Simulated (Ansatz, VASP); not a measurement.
C: VASP beside Ansatz

INCAR

```
SYSTEM = C
ALGO = Normal ; EDIFF = 1E-6
EDIFFG = -0.01 ; ENCUT = 600
GGA = PE ; IBRION = 2
ISIF = 3 ; ISMEAR = 0
LASPH = .TRUE. ; LCHARG = .FALSE.
LREAL = .FALSE. ; LWAVE = .FALSE.
NELM = 60 ; NSW = 100
PREC = Accurate ; SIGMA = 0.1
```

Contents of KPOINTS:

```
k-points
0
G
  30 30 34
  0 0 0
```

File POSCAR:

```
C
1.0
    1.0695611101     -1.6566754530      0.0000000000
    1.0695611101      1.6566754530      0.0000000000
    0.0000000000      0.0000000000      1.5830063770
C
1
Direct
    0.0000000000      0.0000000000      0.5000000000
```

Input for Ansatz:

```yaml
crystal:
  lattice:
    - [1.0695611101, -1.656675453, 0.0]
    - [1.0695611101, 1.656675453, 0.0]
    - [0.0, 0.0, 1.583006377]
  atoms:
    - { symbol: C, position: [0.0, 0.0, 0.5] }
basis:
  ecutwfc: 420
kpoints:
  mp_grid: { grid: [30, 30, 34] }
hamiltonian:
  xc: pbe
scf:
  occupations: { method: gaussian, width: 0.1 }
output:
  forces: true
  stress: true
  eigenvalues: true
relax:
  adjacent_minimum: "off"
  f_tol: 0.01
  max_steps: 80
  cell: { stress_tol: 0.05 }
```

Alike in both runs: task relaxation of cell and atoms; functional PBE; k mesh 30 × 30 × 34; occupations gaussian, width 0.1 eV; no spin polarisation.

```csv
,VASP,Ansatz
version,VASP 6.6.1,Ansatz 0.2.0
potentials or method,"VASP PAW PBE potentials, release 64 (C), cutoff 600 eV","scalar-relativistic, plane waves, PAW"
valence electrons in the cell,4,4
```

VASP gave:

* gap on the k mesh at the Fermi level, each at its own relaxed structure (eV): none
* relaxed volume (Å³/atom): 5.65
* relaxed cell length with the largest relative difference (Å): 1.871

Q: Estimate Ansatz's values.

A: gap on the k mesh at the Fermi level, each at its own relaxed structure (eV): none; relaxed volume (Å³/atom): 5.66; relaxed cell length with the largest relative difference (Å): 1.873.

A gap of «none» marks a metal or a gap that the smearing closes.
